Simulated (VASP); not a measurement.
Wanted: the native input for a VASP 6.6.1 run.

| Item | Value |
| --- | --- |
| Task | relaxation of cell and atoms |
| Functional | PBE |
| Potentials or basis | VASP PAW PBE potentials, release 64 (Be, Sn_d) |
| Cutoff | 600 eV |
| k mesh | 18 × 18 × 4 |
| Occupations | gaussian, width 0.1 eV |
| Spin | no spin polarisation |
| Dipole correction | no |
| Further INCAR settings | ALGO = Fast; EDIFF = 1e-07; IBRION = 2; EDIFFG = -0.01; NSW = 100; ISIF = 3 |

The structure of Be5Sn lies in POSCAR:

```
Be5Sn
1.0
    2.7990651423      0.0000000000      0.0000000000
   -1.3995325712      2.4240615201      0.0000000000
    0.0000000000      0.0000000000     11.3427461858
Be Sn
5 1
Direct
    0.0000000000      0.0000000000      0.6454135792
    0.3333333333      0.6666666667      0.7836045885
    0.3333333333      0.6666666667      0.2163954115
    0.0000000000      0.0000000000      0.3545864208
    0.6666666667      0.3333333333      0.5000000000
    0.0000000000      0.0000000000      0.0000000000
```

These files were run (other wordings do the same):

INCAR

```
SYSTEM = Be5Sn
  PREC = Accurate
  ENCUT = 600
  EDIFF = 1E-7
  ISMEAR = 0
  SIGMA = 0.1
  LREAL = .FALSE.
  LASPH = .TRUE.
  NELM = 100
  ALGO = Fast
  ISIF = 3
  LWAVE = .FALSE.
  LCHARG = .FALSE.
  GGA = PE
  IBRION = 2
  NSW = 100
  EDIFFG = -0.01
```

KPOINTS

```
regular mesh
0
G
  18 18 4
  0 0 0
```

Potentials or basis: VASP PAW PBE potentials, release 64 (Be, Sn_d).

The run is started by

```bash
$ cat potpaw_PBE.64/Be/POTCAR potpaw_PBE.64/Sn_d/POTCAR > POTCAR
$ mpirun -np 1 vasp_std > vasp.out
```

Results of the run:

```yaml
Relaxed_volume: 12.75 Å³/atom
Relaxed_cell: a = 2.806 Å, b = 2.806 Å, c = 11.219 Å, α = 90.00°, β = 90.00°, γ = 120.00°
Space_group_after_relaxing_to_0.05_Å: P-6m2 (No. 187)
Energy_gained_by_relaxing: 0.7 meV/atom
Ionic_steps: 11
Pressure_after_relaxing: 0.0 GPa
Largest_force_after_relaxing: 0.005 eV/Å
Band_gap_on_the_k_mesh: zero (band 12 reaches 8.92 eV, above the bottom of band 13 at 4.56 eV)
```

Caveat: spin-orbit coupling is left out, which moves the levels of the heavy elements.

Run time: 11 min on 1 thread of Intel(R) Xeon(R) 6975P-C (Granite Rapids), with other jobs on the host, peak memory 0.35 GiB.
